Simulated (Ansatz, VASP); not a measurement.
Pb: VASP beside Ansatz

File INCAR:

```
SYSTEM = Pb
  PREC = Accurate
  ENCUT = 520
  EDIFF = 1E-7
  ISMEAR = -1
  SIGMA = 0.08
  LREAL = .False.
  LASPH = .True.
  NELM = 100
  ALGO = Normal
  ISIF = 2
  LWAVE = .False.
  LCHARG = .False.
  GGA = PS
  NBANDS = 13
```

File KPOINTS:

```
Automatic mesh
0
Gamma
  4 4 4
  0 0 0
```

POSCAR

```
Pb
1.0
   -1.9796595667      1.9796595667      1.9796595667
    1.9796595667     -1.9796595667      1.9796595667
    1.9796595667      1.9796595667     -1.9796595667
Pb
1
Direct
    0.0000000000      0.0000000000      0.0000000000
```

Input for Ansatz:

```yaml
crystal:
  lattice:
    - [-1.9796595667, 1.9796595667, 1.9796595667]
    - [1.9796595667, -1.9796595667, 1.9796595667]
    - [1.9796595667, 1.9796595667, -1.9796595667]
  atoms:
    - { symbol: Pb, position: [0.0, 0.0, 0.0] }
kpoints:
  mp_grid: { grid: [4, 4, 4] }
scf:
  occupations: { method: fermi_dirac, width: 0.08 }
hamiltonian:
  xc: pbesol
  pseudopotentials: { kind: all_electron, lapw: { basis_error: 0.00025 } }
output:
  forces: true
  stress: true
  eigenvalues: true
```

Alike in both runs: task single point; functional PBEsol; k mesh 4 × 4 × 4; occupations fermi-dirac, width 0.08 eV; no spin polarisation.

```csv
,VASP,Ansatz
version,VASP 6.6.1,Ansatz 0.2.0
potentials or method,"VASP PAW PBE potentials, release 64 (Pb_d), cutoff 520 eV","all-electron LAPW, scalar-relativistic"
```

```csv
,VASP,Ansatz,Ansatz less VASP
pressure (GPa),-2.9,-2.8,+0.09
```

VASP's potentials were made for PBE, not for PBEsol. Ansatz ran all-electron here, and VASP with PAW potentials.

The k mesh is coarse, so the values compare programs but aren't converged. Spin-orbit coupling is off throughout.
